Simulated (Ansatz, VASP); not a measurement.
Cd2Au: VASP beside Ansatz

File INCAR:

```
SYSTEM = Cd2Au
  PREC = Accurate
  ENCUT = 600
  EDIFF = 1E-6
  ISMEAR = 0
  SIGMA = 0.1
  LREAL = .FALSE.
  LASPH = .TRUE.
  NELM = 80
  ALGO = Fast
  ISIF = 3
  LWAVE = .FALSE.
  LCHARG = .FALSE.
  GGA = PE
  IBRION = 2
  NSW = 90
  EDIFFG = -0.04
```

KPOINTS

```
regular mesh
0
G
  4 4 4
  0 0 0
```

File POSCAR:

```
Cd2Au
1.0
    6.0211384273      0.0000000000      0.0000000000
    0.0000000000      6.0211384273      0.0000000000
    0.0000000000      0.0000000000      3.8782212900
Cd Au
4 2
Direct
    0.3060000000      0.3060000000      0.0000000000
    0.1940000000      0.8060000000      0.5000000000
    0.6940000000      0.6940000000      0.0000000000
    0.8060000000      0.1940000000      0.5000000000
    0.0000000000      0.0000000000      0.0000000000
    0.5000000000      0.5000000000      0.5000000000
```

Input for Ansatz:

```yaml
crystal:
  lattice:
    - [6.0211384273, 0.0, 0.0]
    - [0.0, 6.0211384273, 0.0]
    - [0.0, 0.0, 3.87822129]
  atoms:
    - { symbol: Cd, position: [0.306, 0.306, 0.0] }
    - { symbol: Cd, position: [0.194, 0.806, 0.5] }
    - { symbol: Cd, position: [0.694, 0.694, 0.0] }
    - { symbol: Cd, position: [0.806, 0.194, 0.5] }
    - { symbol: Au, position: [0.0, 0.0, 0.0] }
    - { symbol: Au, position: [0.5, 0.5, 0.5] }
basis:
  ecutwfc: 420
kpoints:
  mp_grid: { grid: [4, 4, 4] }
hamiltonian:
  xc: pbe
scf:
  occupations: { method: gaussian, width: 0.1 }
  lower_state_search: "off"
output:
  forces: true
  stress: true
  eigenvalues: true
relax:
  adjacent_minimum: "off"
  f_tol: 0.04
  max_steps: 70
  cell: { stress_tol: 0.4 }
```

Alike in both runs: task relaxation of cell and atoms; functional PBE; k mesh 4 × 4 × 4; occupations gaussian, width 0.1 eV; no spin polarisation.

|  | VASP | Ansatz |
| --- | --- | --- |
| version | VASP 6.6.1 | Ansatz 0.2.0 |
| potentials or method | VASP PAW PBE potentials, release 64 (Cd, Au), cutoff 600 eV | scalar-relativistic, plane waves, PAW |
| valence electrons in the cell | 70 | 118 |

|  | VASP | Ansatz | Ansatz less VASP |
| --- | --- | --- | --- |
| gap on the k mesh at the Fermi level, each at its own relaxed structure (eV) | none | none | - |
| relaxed volume (Å³/atom) | 28.14 | 27.29 | -0.849 |
| relaxed length of the cell vector where the two differ most in proportion (Å) | 4.780 | 3.332 | -1.4478 |

A gap of «none» marks a metal or a gap that the smearing closes. One of these differences is far larger than is usual between the two programs; its cause wasn't traced. VASP's potentials hold 70 valence electrons a cell and Ansatz's 118, so a difference there can come from the potentials and not from the codes.

The k mesh is coarse, so the values compare programs but aren't converged. Spin-orbit coupling is off throughout. Noted on VASP's run: the volume moved by over 15 % at a fixed basis, so the end points are rough.
